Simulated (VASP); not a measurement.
Crystal: Ir.

```xyz
1
Lattice="-0.2168 1.8211 2.0186 2.1046 -0.2989 2.1007 1.6861 1.4847 0.1196" Properties=species:S:1:pos:R:3 pbc="T T T"
Ir    0.0000    0.0000    0.0000
```

This cell differs from its parent crystal: cell sheared at random, sigma 0.06, atoms nudged by 0.01 Å.

```yaml
Program: VASP 6.6.1
Task: relaxation of cell and atoms
Functional: PBE
Potentials_or_basis: VASP PAW PBE potentials, release 64 (Ir)
Cutoff: 600 eV
k_mesh: 16 × 16 × 16
Occupations: gaussian, width 0.15 eV
Spin: no spin polarisation
```

At the start: pressure 67.0 GPa; volume 14.00 Å³/atom.

Problem. Where does the relaxation end?

Solution. Over 21 steps the energy falls by 1588.7 meV/atom and the volume is 14.53 Å³/atom (+3.8 %); space group Fm-3m (No. 225, to 0.05 Å).

Step by step:
```tsv
step	energy change (eV)	largest force (eV/Å)	pressure (GPa)	volume (Å³)
1	0.0000	0.0000	66.96	14.00
2	1.5721	0.0000	-36.93	27.29
3	0.4480	0.0000	-43.66	22.75
4	-0.4202	0.0000	-42.91	19.68
5	-0.9407	0.0000	-21.26	16.77
6	-0.9431	0.0000	-18.06	16.57
7	-1.3435	0.0000	26.14	13.79
8	-1.4222	0.0000	6.47	14.46
9	-1.3729	0.0000	16.43	14.17
10	-1.5330	0.0000	5.61	14.37
11	-1.5630	0.0000	-11.98	15.10
12	-1.5780	0.0000	-6.51	14.83
13	-1.5709	0.0000	8.76	14.20
14	-1.5880	0.0000	-0.42	14.55
15	-1.5880	0.0000	-0.26	14.55
16	-1.5886	0.0000	0.41	14.52
17	-1.5886	0.0000	0.28	14.52
18	-1.5886	0.0000	-0.40	14.55
19	-1.5887	0.0000	-0.04	14.54
20	-1.5887	0.0000	-0.07	14.54
21	-1.5887	0.0000	-0.01	14.53
```

Final structure:
```cif
data_structure
_symmetry_space_group_name_H-M 'P 1'
_symmetry_Int_Tables_number 1
_cell_length_a 2.7393
_cell_length_b 2.7393
_cell_length_c 2.7389
_cell_angle_alpha 60.002
_cell_angle_beta 60.003
_cell_angle_gamma 60.001
_cell_volume 14.53
loop_
_atom_site_label
_atom_site_type_symbol
_atom_site_fract_x
_atom_site_fract_y
_atom_site_fract_z
_atom_site_occupancy
Ir1 Ir 0.00000 0.00000 0.00000 1
```

Caveat: the cell differs from its parent crystal (cell sheared at random, sigma 0.06, atoms nudged by 0.01 Å).
